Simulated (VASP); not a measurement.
Crystal: Lu.

```
Lu
1.0
     0.00000    1.96285    1.96285
     1.96285    0.00000    1.96285
     1.96285    1.96285    0.00000
Lu
1
Direct
  0.00000 0.00000 0.00000
```

This cell differs from its parent crystal: volume scaled by 0.52.

Base run:

| Quantity | Value |
| --- | --- |
| Program | VASP 6.6.1 |
| Functional | PBE |
| Potentials or basis | VASP PAW PBE potentials, release 64 (Lu) |
| Cutoff | 520 eV |
| k mesh | 15 × 15 × 15 |
| Occupations | fermi-dirac, width 0.1 eV |
| Spin | no spin polarisation |

Its results: pressure 88.3 GPa.

Q: The run is repeated on the same cell with these changes: further incar settings from ALGO = Normal; EDIFF = 1e-06; NBANDS = 18 to ALGO = Normal; EDIFF = 1e-07; NBANDS = 18. What comes out?

A: Pressure 89.1 GPa.
